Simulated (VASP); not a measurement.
Sc:

```
CELL_PARAMETERS angstrom
3.02000 0.00000 0.00000
0.00000 3.02000 0.00000
0.00000 0.00000 3.02000
ATOMIC_POSITIONS crystal
Sc 0.00000 0.00000 0.00000
```

This isn't the form of Sc at room conditions, which is hcp.

| Property | Result |
| --- | --- |
| Program | VASP 6.6.1 |
| Task | relaxation of cell and atoms |
| Functional | r2SCAN |
| Potentials or basis | VASP PAW PBE potentials, release 64 (Sc_sv) |
| Cutoff | 600 eV |
| k mesh | 9 × 9 × 9 |
| Occupations | gaussian, width 0.05 eV |
| Spin | no spin polarisation |

At the start: pressure -2.4 GPa; volume 27.54 Å³/atom.

Q: Where does the relaxation end?

A: Over 3 steps the energy falls by 14.5 meV/atom and the volume is 25.61 Å³/atom (-7.0 %); space group Pm-3m (No. 221, to 0.1 Å) before and after.

The path:
| step | energy change (eV) | largest force (eV/Å) | pressure (GPa) | volume (Å³) |
| --- | --- | --- | --- | --- |
| 1 | 0.0000 | 0.0000 | -2.39 | 27.54 |
| 2 | -0.0143 | 0.0000 | -0.43 | 25.94 |
| 3 | -0.0145 | 0.0000 | 0.11 | 25.61 |

Final structure:
```yaml
crystal:
  lattice:
    - [2.94764, 0.00000, 0.00000]
    - [0.00000, 2.94764, 0.00000]
    - [0.00000, 0.00000, 2.94764]
  atoms:
    - { symbol: Sc, position: [0.00000, 0.00000, 0.00000] }
```

Caveat: the PAW data sets were made with another functional, which shifts forces and pressure a little.
